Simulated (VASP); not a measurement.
# YLuBr6 (P1) in VASP: single point with PBEsol

Aim: the single point of YLuBr6 with PBEsol.

Program: VASP 6.6.1. These are calculated values, not measurements. Logs are shortened: lines on timing, memory, paths and dates and some standing lists are left out, and cuts for length are marked.

**1. The cell of the first run**

The typed cell holds 8 atoms: a = 7.486 Å, b = 7.504 Å, c = 7.515 Å, α = 110.89°, β = 110.55°, γ = 110.36°.

**2. Single point, PBEsol**

INCAR

```
SYSTEM = YLuBr6
  PREC = Accurate
  ENCUT = 520
  EDIFF = 1E-7
  ISMEAR = -1
  SIGMA = 0.05
  LREAL = .False.
  LASPH = .True.
  NELM = 80
  ALGO = Normal
  ISIF = 2
  LWAVE = .False.
  LCHARG = .True.
  GGA = PS
  LELF = .True.
  LVHAR = .True.
  NBANDS = 49
```

KPOINTS

```
regular mesh
0
Gamma
  4 4 4
  0 0 0
```

POSCAR

```
YLuBr6
1.0
    6.1474124704      3.5587790621      2.3632424079
   -6.1580621483      3.5817735819      2.3562051233
    0.0146430359     -7.1365519198      2.3537892767
Y Lu Br
1 1 6
Direct
   -0.0051223245     -0.0092521709     -0.0101915521
    0.4949332771      0.4908312037      0.4896751429
    0.4242289622      0.2434949677      0.0741594094
    0.2490148059      0.0761797338      0.4188894319
    0.9116714309      0.5619800014      0.7328716337
    0.7384881540      0.9069084016      0.5620820095
    0.5667668966      0.7354868802      0.9065180639
    0.0794680786      0.4209058443      0.2441389407
```

Potentials or basis: VASP PAW PBE potentials, release 64 (Y_sv, Lu, Br).

Launch:

```bash
> cat potpaw_PBE.64/Y_sv/POTCAR potpaw_PBE.64/Lu/POTCAR potpaw_PBE.64/Br/POTCAR > POTCAR
> mpirun -np 1 vasp_std > vasp.out
```

OUTCAR:

```text
SYSTEM = YLuBr6
   PREC = Accurate
   ENCUT = 520
   EDIFF = 1E-7
   ISMEAR = -1
   LREAL = .False.
   LASPH = .True.
   NELM = 80
   ISIF = 2
   GGA = PS

 ion  position               nearest neighbor table
   1  0.995  0.991  0.990-   7 2.79   6 2.79   5 2.79   4 2.79   3 2.79   8 2.79   2 3.54   2 3.54

   2  0.495  0.491  0.490-   3 2.74   8 2.74   6 2.74   4 2.74   5 2.74   7 2.74   1 3.54   1 3.54

   3  0.424  0.243  0.074-   2 2.74   1 2.79
   4  0.249  0.076  0.419-   2 2.74   1 2.79
   5  0.912  0.562  0.733-   2 2.74   1 2.79
   6  0.738  0.907  0.562-   2 2.74   1 2.79
   7  0.567  0.735  0.907-   2 2.74   1 2.79
   8  0.079  0.421  0.244-   2 2.74   1 2.79

  LATTYP: Found a triclinic cell.
 ALAT       =    19.4412344388
 B/A-ratio  =     0.6341609035
 C/A-ratio  =     0.3638266433
 COS(alpha) =     0.0015382555
 COS(beta)  =     0.2439373784
 COS(gamma) =     0.9526988634

  Lattice vectors:

 A1 = (  -6.1221197566, -17.8358836259,  -4.7289006624)
 A2 = (  -6.1327694345, -10.6953309819,  -0.0094531312)
 A3 = (  -0.0039933580,  -0.0040007242,  -7.0732368079)

Analysis of symmetry for initial positions (statically):
=====================================================================
 Subroutine PRICEL returns:
 Original cell was already a primitive cell.

 Routine SETGRP: Setting up the symmetry group for a
 triclinic supercell.

 Subroutine GETGRP returns: Found  1 space group operations
 (whereof  1 operations were pure point group operations)
 out of a pool of  2 trial point group operations.

The static configuration has the point symmetry C_1 .

Analysis of symmetry for dynamics (positions and initial velocities):
=====================================================================
 Subroutine PRICEL returns:
 Original cell was already a primitive cell.

 Routine SETGRP: Setting up the symmetry group for a
 triclinic supercell.

 Subroutine GETGRP returns: Found  1 space group operations
 (whereof  1 operations were pure point group operations)
 out of a pool of  2 trial point group operations.

The dynamic configuration has the point symmetry C_1 .

 Subroutine INISYM returns: Found  1 space group operations
 (whereof  1 operations are pure point group operations),
 and found     1 'primitive' translations

----------------------------------------------------------------------------------------

                                     Primitive cell

  volume of cell :     310.6378

  direct lattice vectors                    reciprocal lattice vectors
     6.147412470  3.558779062  2.363242408     0.081271234  0.046772417  0.141305651
    -6.158062148  3.581773582  2.356205123    -0.081258671  0.046469253  0.141397582
     0.014643036 -7.136551920  2.353789277    -0.000255557 -0.093477209  0.141431006

  length of vectors
     7.486020516  7.503501449  7.514713014     0.169587616  0.169574879  0.169531069

  position of ions in fractional coordinates (direct lattice)
     0.994877675  0.990747829  0.989808448
     0.494933277  0.490831204  0.489675143
     0.424228962  0.243494968  0.074159409
     0.249014806  0.076179734  0.418889432
     0.911671431  0.561980001  0.732871634
     0.738488154  0.906908402  0.562082010
     0.566766897  0.735486880  0.906518064
     0.079468079  0.420905844  0.244138941

  ion indices of the primitive-cell ions
   primitive index   ion index
                 1           1
                 2           2
                 3           3
                 4           4
                 5           5
                 6           6
                 7           7
                 8           8

----------------------------------------------------------------------------------------

 KPOINTS: regular mesh

Automatic generation of k-mesh.
 Grid dimensions read from file:
 generate k-points for:    4    4    4

 Generating k-lattice:

  Cartesian coordinates                     Fractional coordinates (reciprocal lattice)
     0.020317808  0.011693104  0.035326413     0.250000000  0.000000000  0.000000000
    -0.020314668  0.011617313  0.035349396     0.000000000  0.250000000  0.000000000
    -0.000063889 -0.023369302  0.035357751     0.000000000  0.000000000  0.250000000

  Length of vectors
     0.042396904  0.042393720  0.042382767

  Shift w.r.t. Gamma in fractional coordinates (k-lattice)
     0.000000000  0.000000000  0.000000000

 Subroutine IBZKPT returns following result:
 ===========================================

 Found     36 irreducible k-points:

 Following reciprocal coordinates:
            Coordinates               Weight
  0.000000  0.000000  0.000000      1.000000
  0.250000  0.000000  0.000000      2.000000
  0.500000  0.000000  0.000000      1.000000
  0.000000  0.250000 -0.000000      2.000000
  0.250000  0.250000 -0.000000      2.000000
  0.500000  0.250000 -0.000000      2.000000
[... 16 lines left out ...]
 -0.000000 -0.250000  0.250000      2.000000
  0.250000 -0.250000  0.250000      2.000000
 [... further k-points ...]
   k-points           NKPTS =     36   k-points in BZ     NKDIM =     36   number of bands    NBANDS=     49
   number of dos      NEDOS =    301   number of ions     NIONS =      8
   total plane-waves  NPLWV = 175616
   dimension x,y,z NGX =    56 NGY =   56 NGZ =   56
   dimension x,y,z NGXF=   112 NGYF=  112 NGZF=  112
   ions per type =               1   1   6
   NGX,Y,Z   is equivalent  to a cutoff of  12.44, 12.41, 12.39 a.u.
   NGXF,Y,Z  is equivalent  to a cutoff of  24.87, 24.81, 24.78 a.u.
 SYSTEM =  YLuBr6
   PREC   = accura    normal or accurate (medium, high low for compatibility)
   ISTART =      0    job   : 0-new  1-cont  2-samecut
   ICHARG =      2    charge: 1-file 2-atom 10-const
   ISPIN  =      1    spin polarized calculation?
   LNONCOLLINEAR =      F non collinear calculations
   LSORBIT =      F    spin-orbit coupling
   LASPH  =      T    aspherical Exc in radial PAW
   ENCUT  =  520.0 eV  38.22 Ry    6.18 a.u.  13.92 13.95 13.97*2*pi/ulx,y,z
   NELM   =     80;   NELMIN=  2; NELMDL= -5     # of ELM steps
   EDIFF  = 0.1E-06   stopping-criterion for ELM
   LREAL  =      F    real-space projection
   EDIFFG = 0.1E-05   stopping-criterion for IOM
   NSW    =      0    number of steps for IOM
   IBRION =     -1    ionic relax: 0-MD 1-quasi-New 2-CG
   NFREE  =      0    steps in history (QN), initial steepest desc. (CG)
   ISIF   =      2    stress and relaxation
   ISYM   =      2    0-nonsym 1-usesym 2-fastsym
   POTIM  = 0.5000    time-step for ionic-motion
   TEBEG  =    0.0;   TEEND  =   0.0 temperature during run
   PSTRESS=    0.0 pullay stress
   NELECT =      78.0000    total number of electrons
   NUPDOWN=      -1.0000    fix difference up-down
   EMIN   =  10.00;   EMAX   =-10.00  energy-range for DOS
   EFERMI =   0.00;   METHOD = LEGACY
   ISMEAR =    -1;   SIGMA  =   0.05  broadening in eV -4-tet -1-fermi 0-gaus
   EFERMI_NEDOS =   21; number of points for ismear=-14 and -15
   IALGO  =     38    algorithm
   IMIX   =      4    mixing-type and parameters
     AMIX     =   0.40;   BMIX     =  1.00
     AMIX_MAG =   1.60;   BMIX_MAG =  1.00
  volume/ion in A,a.u.               =      38.83       262.04
  Fermi-wavevector in a.u.,A,eV,Ry     =   1.032813  1.951733 14.513363  1.066702
  Thomas-Fermi vector in A             =   2.167029
   LORBIT       =      0    0 simple, 1 ext, 2 COOP (PROOUT), +10 PAW based schemes
   GGA     = PS    functional components
   LHFCALC =     F    Hartree Fock is set to
   AEXX    =    0.0000 exact exchange contribution
   IVDW    =     0    specifies the selected vdW correction
   LEPSILON=     F    determine dielectric tensor
   LRPA    =     F    only Hartree local field effects (RPA)
 non-spin polarized calculation
  energy-cutoff  :      520.00
  volume of cell :      310.64
 maximum number of plane-waves:      8384
   NGX = 27   NGY = 27   NGZ = 27

 number of electron      77.9999998 magnetization

 Free energy of the ion-electron system (eV)
  ---------------------------------------------------
  ext. energy  EPLUGINS =         0.00000000
  ---------------------------------------------------
  free energy    TOTEN  =       -37.22324358 eV

  energy without entropy =      -37.22324358  energy(sigma->0) =      -37.22324358

 E-fermi :  -0.3264     XC(G=0):  -7.4571

 val. band max:       -1.5919805147   @ k =   0.2500   0.2500   0.2500
 cond. band min:       1.2435681623   @ k =   0.5000   0.5000  -0.0000
 fundamental gap:      2.8355486770
 Fermi energy:        -0.3263532307

 k-point     1 :       0.0000    0.0000    0.0000
  band No.  band energies     occupation
      1     -56.3770      2.00000
      2     -42.9482      2.00000
      3     -27.1112      2.00000
      4     -27.0791      2.00000
      5     -27.0790      2.00000
      6     -23.0300      2.00000
[... 41 lines left out ...]
     48       5.0313      0.00000
     49       5.6678      0.00000

 k-point     2 :       0.2500    0.0000    0.0000
  band No.  band energies     occupation
      1     -56.3770      2.00000
      2     -42.9482      2.00000
      3     -27.1089      2.00000
      4     -27.0791      2.00000
      5     -27.0789      2.00000
      6     -23.0364      2.00000
[... 41 lines left out ...]
     48       4.6282      0.00000
     49       5.1009      0.00000

 k-point     3 :       0.5000    0.0000    0.0000
  band No.  band energies     occupation
      1     -56.3770      2.00000
      2     -42.9482      2.00000
      3     -27.1066      2.00000
      4     -27.0790      2.00000
      5     -27.0789      2.00000
      6     -23.0428      2.00000
[... 41 lines left out ...]
     48       4.7218      0.00000
     49       5.1698      0.00000

 k-point     4 :       0.0000    0.2500   -0.0000
  band No.  band energies     occupation
      1     -56.3770      2.00000
      2     -42.9482      2.00000
      3     -27.1089      2.00000
      4     -27.0791      2.00000
      5     -27.0789      2.00000
      6     -23.0364      2.00000
[... 977 lines left out ...]
     48       4.9974      0.00000
     49       5.1176      0.00000

 k-point    23 :      -0.0000   -0.2500    0.2500
  band No.  band energies     occupation
      1     -56.3770      2.00000
      2     -42.9482      2.00000
      3     -27.1112      2.00000
      4     -27.0791      2.00000
      5     -27.0790      2.00000
      6     -23.0300      2.00000
[... 41 lines left out ...]
     48       4.9929      0.00000
     49       5.1692      0.00000

 k-point    24 :       0.2500   -0.2500    0.2500
  band No.  band energies     occupation
      1     -56.3770      2.00000
      2     -42.9482      2.00000
      3     -27.1089      2.00000
      4     -27.0791      2.00000
      5     -27.0789      2.00000
      6     -23.0364      2.00000
[... 41 lines left out ...]
     48       4.8590      0.00000
     49       5.1111      0.00000

 [... further k-points ...]
[... 5 lines left out ...]
  --------------------------------------------------------------------------------------
  -------------------------------------------------------------------------------------
  Total        0.1315849      0.1144777      0.0904463      0.0068784      0.0006033      0.0008878
  in kB        0.6786758      0.5904420      0.4664952      0.0354769      0.0031114      0.0045791
  external PRESSURE =       0.5785377 kB  Pullay stress =       0.0000000 kB

 VOLUME and BASIS-vectors are now :
 -----------------------------------------------------------------------------
  energy-cutoff  :      520.00
  volume of cell :      310.64
      direct lattice vectors                 reciprocal lattice vectors
     6.147412470  3.558779062  2.363242408     0.081271234  0.046772417  0.141305651
    -6.158062148  3.581773582  2.356205123    -0.081258671  0.046469253  0.141397582
     0.014643036 -7.136551920  2.353789277    -0.000255557 -0.093477209  0.141431006

 POSITION                                       TOTAL-FORCE (eV/Angst)
 -----------------------------------------------------------------------------------
      0.02933      0.02536      7.01534        -0.000236      0.000161      0.001285
      0.02716      0.02481      3.47874         0.000172     -0.000887      0.001276
      1.10954      1.85264      1.75084         0.010590      0.018964     -0.015193
      1.06781     -1.83038      1.75395         0.010690     -0.018534     -0.015965
      2.15444      0.02715      5.20367         0.021702     -0.000858      0.015095
     -1.03678      1.86513      5.20511        -0.010300      0.019348      0.014755
     -1.03175     -1.81807      5.20612        -0.011164     -0.018373      0.014770
     -2.09987      0.04809      1.75419        -0.021454      0.000180     -0.016022
 -----------------------------------------------------------------------------------
    total drift:                               -0.000007     -0.000415      0.000276

  FREE ENERGIE OF THE ION-ELECTRON SYSTEM (eV)
  ---------------------------------------------------
  free  energy   TOTEN  =       -37.2232435766 eV

  energy  without entropy=      -37.2232435766  energy(sigma->0) =      -37.22324358
```

It took 43 min on 1 thread of Intel Xeon 8259CL, shared host; peak memory 0.81 GiB.

Results:

| Property | Result |
| --- | --- |
| Free energy | -37.2232 eV |
| Pressure | 0.1 GPa |
| Largest force | 0.027 eV/Å |
| Band gap on the k mesh | 2.84 eV (least direct gap 2.91 eV) |

Forces on the atoms (eV/Å):
```
Y    0.000  0.000  0.001
Lu   0.000 -0.001  0.001
Br   0.011  0.019 -0.015
Br   0.011 -0.019 -0.016
Br   0.022 -0.001  0.015
Br  -0.010  0.019  0.015
Br  -0.011 -0.018  0.015
Br  -0.021  0.000 -0.016
```

Levels at points of the mesh, in eV from the valence-band top:
```
           k point  band 36  band 37  band 38  band 39  band 40  band 41  band 42  band 43
(0.00, 0.00, 0.00)    -0.28    -0.22    -0.21    -0.14     2.94     4.31     4.32     4.79
(0.50, 0.00, 0.00)    -0.46    -0.40    -0.26    -0.24     4.14     4.27     4.34     4.53
(0.00, 0.50, 0.00)    -0.46    -0.41    -0.26    -0.23     4.14     4.27     4.34     4.53
(0.50, 0.50, 0.00)    -0.87    -0.61    -0.21    -0.07     2.84     4.31     4.35     4.79
(0.00, 0.00, 0.50)    -0.46    -0.40    -0.26    -0.23     4.14     4.27     4.34     4.53
(0.50, 0.00, 0.50)    -0.86    -0.61    -0.21    -0.07     2.84     4.31     4.35     4.79
(0.00, 0.50, 0.50)    -0.86    -0.61    -0.20    -0.08     2.84     4.31     4.35     4.79
(0.50, 0.50, 0.50)    -0.51    -0.51    -0.47    -0.43     4.16     4.24     4.25     4.55
```

Caveat: the PAW data sets were made with another functional, which shifts forces and pressure a little; spin-orbit coupling is left out, which moves the levels of the heavy elements.
